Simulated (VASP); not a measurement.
A run of VASP 6.6.1 is set up as follows.

Contents of INCAR:

```
SYSTEM = GaAs
ALGO = Normal
EDIFF = 1E-6
ENCUT = 520
GGA = PE
ISIF = 2
ISMEAR = -1
LASPH = .True.
LCHARG = .True.
LELF = .True.
LREAL = .False.
LVHAR = .True.
LWAVE = .False.
NBANDS = 16
NELM = 100
PREC = Accurate
SIGMA = 0.05
```

KPOINTS

```
k-points
0
Gamma
  13 13 11
  0 0 0
```

The input POSCAR:

```
GaAs
1.0
    3.8404235174      0.0000000000      0.0000000000
   -1.9202117587      3.3259043274      0.0000000000
    0.0000000000      0.0000000000      3.2402766840
Ga As
1 1
Direct
    0.0000000000      0.0000000000      0.0000000000
    0.3333333333      0.6666666667      0.5000000000
```

Potentials or basis: VASP PAW PBE potentials, release 64 (Ga_d, As).

Launch:

```bash
$ cat potpaw_PBE.64/Ga_d/POTCAR potpaw_PBE.64/As/POTCAR > POTCAR
$ mpirun -np 1 vasp_std > vasp.out
```

Q: Predict the pressure.

A: 0.1 GPa.

Q: What does it give for the band gap on the k mesh?

A: Zero (band 9 reaches 7.09 eV, above the bottom of band 10 at 3.02 eV).
